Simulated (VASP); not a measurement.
A run of VASP 6.6.1 is set up as follows.

Contents of POSCAR:

```
In
1.0
    3.2123895088      0.0000000000      0.0000000000
   -1.6061947544      2.7820109215      0.0000000000
    0.0000000000      0.0000000000      3.0015764473
In
1
Direct
    0.0000000000      0.0000000000      0.0000000000
```

Contents of INCAR.step1:

```
SYSTEM = In
PREC = Accurate
ENCUT = 550
ISMEAR = 0
SIGMA = 0.1
LREAL = .FALSE.
LASPH = .TRUE.
NELM = 120
NBANDS = 12
GGA = PE
ALGO = Normal
EDIFF = 1E-5
LWAVE = .TRUE.
LCHARG = .FALSE.
GGA_COMPAT = .FALSE.
```

File INCAR.step2:

```
SYSTEM = In
PREC = Accurate
ENCUT = 550
EDIFF = 1E-6
ISMEAR = 0
SIGMA = 0.1
LREAL = .FALSE.
LASPH = .TRUE.
NELM = 120
ALGO = Normal
ISIF = 2
LWAVE = .FALSE.
LCHARG = .FALSE.
METAGGA = R2SCAN
LMIXTAU = .TRUE.
NBANDS = 12
ISTART = 1
GGA_COMPAT = .FALSE.
```

The input KPOINTS:

```
Automatic mesh
0
G
  6 6 6
  0 0 0
```

Potentials or basis: VASP PAW PBE potentials, release 64 (In_d).

The run is started by

```bash
$ cat potpaw_PBE.64/In_d/POTCAR > POTCAR
$ cp INCAR.step1 INCAR
$ mpirun -np 1 vasp_std > vasp.out
$ cp INCAR.step2 INCAR
$ mpirun -np 1 vasp_std > vasp.out
```

Q: Estimate the pressure.

A: 0.6 GPa.

Q: Estimate the band gap on the k mesh.

A: Zero (an odd number of electrons rules out a gap without spin polarisation).

Stress tensor (GPa, compression positive):
```
-0.71  0.00  0.00
 0.00 -0.71  0.00
 0.00  0.00  3.21
```

Caveat: the k points lie up to 0.38 Å⁻¹ apart, too coarse for converged energies and pressures of a metal; the PAW data sets were made with another functional, which shifts forces and pressure a little; spin-orbit coupling is left out, which moves the levels of the heavy elements.
